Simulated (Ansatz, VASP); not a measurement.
HfO2: VASP beside Ansatz

The input INCAR:

```
PREC = Accurate
ENCUT = 600
EDIFF = 1E-7
ISMEAR = -1
SIGMA = 0.05
LREAL = False
LASPH = True
NELM = 60
ALGO = Normal
ISIF = 3
LWAVE = False
LCHARG = False
GGA = B5
ALDAX = 1.0
AGGAX = 1.0
AGGAC = 1.0
ALDAC = 0.0
IVDW = 12
VDW_S6 = 1.0
VDW_S8 = 2.6996
VDW_A1 = 0.4298
VDW_A2 = 4.2359
IBRION = 2
NSW = 60
EDIFFG = -0.01
```

KPOINTS

```
Automatic mesh
0
Gamma
  5 5 6
```

File POSCAR:

```
HfO2
1.0
    5.0803194000      0.0000000000      0.0000000000
    0.0000000000      5.1648674500      0.0000000000
    0.0000000000      0.0000000000      4.8908836500
Hf O
4 8
Direct
    0.2225908200      0.7817995800      0.2720679400
    0.7225908200      0.7182004200      0.7279320600
    0.7774091800      0.2182004200      0.2720679400
    0.2774091800      0.2817995800      0.7279320600
    0.1868153200      0.1636487800      0.1045346200
    0.6868153200      0.3363512200      0.8954653800
    0.8131846800      0.8363512200      0.1045346200
    0.3131846800      0.6636487800      0.8954653800
    0.0000000000      0.5000000000      0.4890544500
    0.5000000000      0.0000000000      0.5109455500
    0.0000000000      0.0000000000      0.5756249900
    0.5000000000      0.5000000000      0.4243750100
```

The input input.yaml:

```yaml
crystal:
  lattice:
    - [5.0803194, 0.0, 0.0]
    - [0.0, 5.16486745, 0.0]
    - [0.0, 0.0, 4.89088365]
  atoms:
    - { symbol: Hf, position: [0.22259082, 0.78179958, 0.27206794] }
    - { symbol: Hf, position: [0.72259082, 0.71820042, 0.72793206] }
    - { symbol: Hf, position: [0.77740918, 0.21820042, 0.27206794] }
    - { symbol: Hf, position: [0.27740918, 0.28179958, 0.72793206] }
    - { symbol: O, position: [0.18681532, 0.16364878, 0.10453462] }
    - { symbol: O, position: [0.68681532, 0.33635122, 0.89546538] }
    - { symbol: O, position: [0.81318468, 0.83635122, 0.10453462] }
    - { symbol: O, position: [0.31318468, 0.66364878, 0.89546538] }
    - { symbol: O, position: [0.0, 0.5, 0.48905445] }
    - { symbol: O, position: [0.5, 0.0, 0.51094555] }
    - { symbol: O, position: [0.0, 0.0, 0.57562499] }
    - { symbol: O, position: [0.5, 0.5, 0.42437501] }
hamiltonian:
  xc: blyp
  pseudopotentials: { kind: paw }
  dispersion: d3bj
kpoints:
  mp_grid: { grid: [5, 5, 6] }
scf:
  occupations: { method: fermi_dirac, width: 0.05 }
output:
  forces: true
  stress: true
  eigenvalues: true
relax:
  f_tol: 0.01
  max_steps: 40
  cell: { stress_tol: 0.05 }
```

Alike in both runs: task relaxation of cell and atoms; functional BLYP; dispersion D3(BJ); k mesh 5 × 5 × 6; occupations fermi-dirac, width 0.05 eV; no spin polarisation.

|  | VASP | Ansatz |
| --- | --- | --- |
| version | VASP 6.6.1 | Ansatz 0.2.0 |
| potentials or method | VASP PAW PBE potentials, release 64 (Hf_pv, O) | Ansatz PAW |
| plane-wave cutoff (eV) | 600 | 420 |
| valence electrons in the cell | 88 | 152 |

VASP gave:

| Item | Value |
| --- | --- |
| gap on the k mesh at the Fermi level, each at its own relaxed structure (eV) | 3.83 |
| relaxed volume (Å³/atom) | 10.91 |
| relaxed length of the cell vector where the two differ most in proportion (Å) | 5.112 |

Question: Which values does Ansatz return?

Answer: gap on the k mesh at the Fermi level, each at its own relaxed structure (eV): 3.84; relaxed volume (Å³/atom): 11.04; relaxed length of the cell vector where the two differ most in proportion (Å): 5.137.

VASP's potentials were made for PBE, not for BLYP. VASP's potentials hold 88 valence electrons a cell and Ansatz's 152, so a difference there can come from the potentials and not from the codes.

Spin-orbit coupling is off throughout. Noted on Ansatz's run: odd divisions of the mesh miss points on the zone boundary, where band edges often lie, so the gap on the mesh can be too wide; the plane-wave basis is chosen anew once the cell has moved, so the energies of steps on either side of that aren't comparable.
